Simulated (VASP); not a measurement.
# Al (Fm-3m) in VASP: notebook, part 2 of 2

VASP 6.6.1.

## Step 4: Single point, revPBE

INCAR reads:

```
  PREC = Accurate
  ENCUT = 500
  EDIFF = 1E-6
  ISMEAR = 1
  SIGMA = 0.05
  LREAL = F
  LASPH = T
  NELM = 120
  ALGO = Normal
  ISIF = 2
  LWAVE = F
  LCHARG = T
  GGA = RE
  LELF = T
  LVHAR = T
  NBANDS = 8
  GGA_COMPAT = F
```

KPOINTS reads:

```
Automatic mesh
0
Gamma
  14 14 14
```

POSCAR reads:

```
Al
1.0
    0.0000000000      2.0248050000      2.0248050000
    2.0248050000      0.0000000000      2.0248050000
    2.0248050000      2.0248050000      0.0000000000
Al
1
Direct
    0.0000000000      0.0000000000      0.0000000000
```

Potentials or basis: VASP PAW PBE potentials, release 64 (Al).

Run with:

```console
> cat potpaw_PBE.64/Al/POTCAR > POTCAR
> mpirun -np 1 vasp_std > vasp.out
```

OUTCAR:

```text
PREC = Accurate
   ENCUT = 500
   EDIFF = 1E-6
   ISMEAR = 1
   LREAL = F
   LASPH = T
   NELM = 120
   ISIF = 2
   GGA = RE

 ion  position               nearest neighbor table
   1  0.000  0.000  0.000-

  LATTYP: Found a face centered cubic cell.
 ALAT       =     4.0496100000

  Lattice vectors:

 A1 = (   0.0000000000,   2.0248050000,   2.0248050000)
 A2 = (   2.0248050000,   0.0000000000,   2.0248050000)
 A3 = (   2.0248050000,   2.0248050000,   0.0000000000)

Analysis of symmetry for initial positions (statically):
=====================================================================
 Subroutine PRICEL returns:
 Original cell was already a primitive cell.

 Routine SETGRP: Setting up the symmetry group for a
 face centered cubic supercell.

 Subroutine GETGRP returns: Found 48 space group operations
 (whereof 48 operations were pure point group operations)
 out of a pool of 48 trial point group operations.

The static configuration has the point symmetry O_h .

Analysis of symmetry for dynamics (positions and initial velocities):
[... 157 lines left out ...]

 E-fermi :   7.9795     XC(G=0): -10.1333

 val. band max:        7.9652838126   @ k =  -0.3571   0.4286   0.2143
 cond. band min:       8.0217399320   @ k =   0.5000   0.2857   0.0000
 fundamental gap:      0.0564561194
 Fermi energy:         7.9795115904

 k-point     1 :       0.0000    0.0000    0.0000
  band No.  band energies     occupation
      1      -3.0840      2.00000
      2      20.5736      0.00000
      3      20.5736      0.00000
      4      20.5736      0.00000
      5      22.1237      0.00000
      6      22.1237      0.00000
      7      22.1237      0.00000
      8      24.3706      0.00000
[... 243 lines left out ...]
 k-point    24 :       0.2857    0.1429    0.0000
  band No.  band energies     occupation
      1      -1.0712      2.00000
      2      12.2773      0.00000
      3      16.4216      0.00000
      4      17.9227      0.00000
      5      18.3804      0.00000
      6      22.2500      0.00000
      7      26.1516      0.00000
      8      26.7164      0.00000

 [... further k-points ...]

------------------------ aborting loop because EDIFF is reached ----------------------------------------

  FORCE on cell =-STRESS in cart. coord.  units (eV):
  Direction    XX          YY          ZZ          XY          YZ          ZX
  --------------------------------------------------------------------------------------
  -------------------------------------------------------------------------------------
  Total        0.0199756      0.0199756      0.0199756      0.0000000     -0.0000000     -0.0000000
  in kB        1.9276581      1.9276581      1.9276581      0.0000000     -0.0000000     -0.0000000
  external PRESSURE =       1.9276581 kB  Pullay stress =       0.0000000 kB

 VOLUME and BASIS-vectors are now :
 -----------------------------------------------------------------------------
  energy-cutoff  :      500.00
  volume of cell :       16.60
      direct lattice vectors                 reciprocal lattice vectors
     0.000000000  2.024805000  2.024805000    -0.246937359  0.246937359  0.246937359
     2.024805000  0.000000000  2.024805000     0.246937359 -0.246937359  0.246937359
     2.024805000  2.024805000  0.000000000     0.246937359  0.246937359 -0.246937359

 POSITION                                       TOTAL-FORCE (eV/Angst)
 -----------------------------------------------------------------------------------
      0.00000      0.00000      0.00000        -0.000000      0.000000      0.000000
 -----------------------------------------------------------------------------------
    total drift:                               -0.000000      0.000000      0.000000

  FREE ENERGIE OF THE ION-ELECTRON SYSTEM (eV)
  ---------------------------------------------------
  free  energy   TOTEN  =        -3.5465199324 eV

  energy  without entropy=       -3.5466247799  energy(sigma->0) =       -3.54655488
```

stdout:

```text
POSCAR found type information on POSCAR Al
 POSCAR found :  1 types and       1 ions
 scaLAPACK will be used
 -----------------------------------------------------------------------------
|                                                                             |
|                                                                             |
|     You enforced a specific xc type in the INCAR file but a different       |
|     I HOPE YOU KNOW WHAT YOU ARE DOING!                                     |
|                                                                             |
 -----------------------------------------------------------------------------

 LDA part: xc-table for (Slater+PW92), standard interpolation
 POSCAR, INCAR and KPOINTS ok, starting setup
 FFT: planning ... GRIDC
 FFT: planning ... GRID_SOFT
 FFT: planning ... GRID
 WAVECAR not read
 entering main loop
```

Wall time 19 s (1 thread of Intel Xeon 8259CL, shared host); peak memory 0.13 GiB.

What came out:

```yaml
Free_energy: -3.5465 eV
Pressure: 0.2 GPa
Band_gap_on_the_k_mesh: zero (an odd number of electrons rules out a gap without spin polarisation)
```

Caveat: the PAW data sets were made with another functional, which shifts forces and pressure a little.

## Step 5: Single point, PBE

INCAR reads:

```
SYSTEM = Al
ALGO = Normal
EDIFF = 1E-6
ENCUT = 500
GGA = PE
GGA_COMPAT = .FALSE.
ISIF = 2
ISMEAR = 1
LASPH = .TRUE.
LCHARG = .FALSE.
LREAL = .FALSE.
LWAVE = .FALSE.
NBANDS = 8
NELM = 120
PREC = Accurate
SIGMA = 0.05
```

KPOINTS reads:

```
k-points
0
G
  14 14 14
  0 0 0
```

POSCAR is that of step 4.

Run with:

```console
> cat potpaw_PBE.64/Al/POTCAR > POTCAR
> mpirun -np 1 vasp_std > vasp.out
```

Wall time 17 s (1 thread of Intel Xeon 8259CL, shared host); peak memory 0.14 GiB.

The run converged. Its results:

```yaml
Free_energy: -3.7379 eV
Pressure: -0.8 GPa
Band_gap_on_the_k_mesh: zero (an odd number of electrons rules out a gap without spin polarisation)
```

Levels at points of the mesh, in eV from the Fermi level:
```tsv
k point	band 1	band 2	band 3	band 4	band 5
(0.00, 0.00, 0.00)	-11.07	12.61	12.61	12.61	14.05
(0.50, 0.00, 0.00)	-4.55	-4.35	11.36	11.36	11.45
(0.50, 0.50, 0.00)	-2.89	-1.58	5.28	5.59	5.59
```

## Step 6: Single point, RPBE

INCAR reads:

```
SYSTEM = Al
PREC = Accurate
ENCUT = 500
EDIFF = 1E-6
ISMEAR = 1
SIGMA = 0.05
LREAL = .FALSE.
LASPH = .TRUE.
NELM = 120
ALGO = Normal
ISIF = 2
LWAVE = .FALSE.
LCHARG = .FALSE.
GGA = RP
NBANDS = 8
GGA_COMPAT = .FALSE.
```

KPOINTS reads:

```
regular mesh
0
G
  14 14 14
  0 0 0
```

POSCAR is that of step 5.

Potentials or basis: VASP PAW PBE potentials, release 64 (Al).

Run with:

```console
> cat potpaw_PBE.64/Al/POTCAR > POTCAR
> mpirun -np 1 vasp_std > vasp.out
```

It took 16 s on 1 thread of Intel Xeon 8259CL, shared host; peak memory 0.14 GiB.

The run converged. Its results:

- Free energy: -3.5001 eV
- Pressure: 0.5 GPa
- Band gap on the k mesh: zero (an odd number of electrons rules out a gap without spin polarisation)

Levels at points of the mesh, in eV from the Fermi level:
```
           k point  band 1  band 2  band 3  band 4  band 5
(0.00, 0.00, 0.00)  -11.06   12.60   12.60   12.60   14.17
(0.50, 0.00, 0.00)   -4.56   -4.32   11.44   11.44   11.46
(0.50, 0.50, 0.00)   -2.89   -1.55    5.24    5.62    5.62
```

Caveat: the PAW data sets were made with another functional, which shifts forces and pressure a little.

## Step 7: Overview

```tsv
level	potentials or basis	gap on the mesh (eV)	pressure (GPa)
PBEsol	VASP PAW PBE potentials, release 64 (Al)	none	-2.2
LDA	VASP PAW LDA potentials, release 64 (Al)	none	-4.0
revPBE	VASP PAW PBE potentials, release 64 (Al)	none	0.2
PBE	VASP PAW PBE potentials, release 64 (Al)	none	-0.8
RPBE	VASP PAW PBE potentials, release 64 (Al)	none	0.5
```

Alike in all rows: task single point; no spin polarisation; cell as given; k mesh 14 × 14 × 14; cutoff (eV) 500; smearing methfessel-paxton 0.05 eV.

Caveats: the PAW data sets were made with another functional, which shifts forces and pressure a little (at least some runs); the cell stands under tension (at least some runs).

Absolute energies hang on the potentials; compare differences alone.

The gap in the log of VASP goes by the Fermi energy; the results here count the filled bands.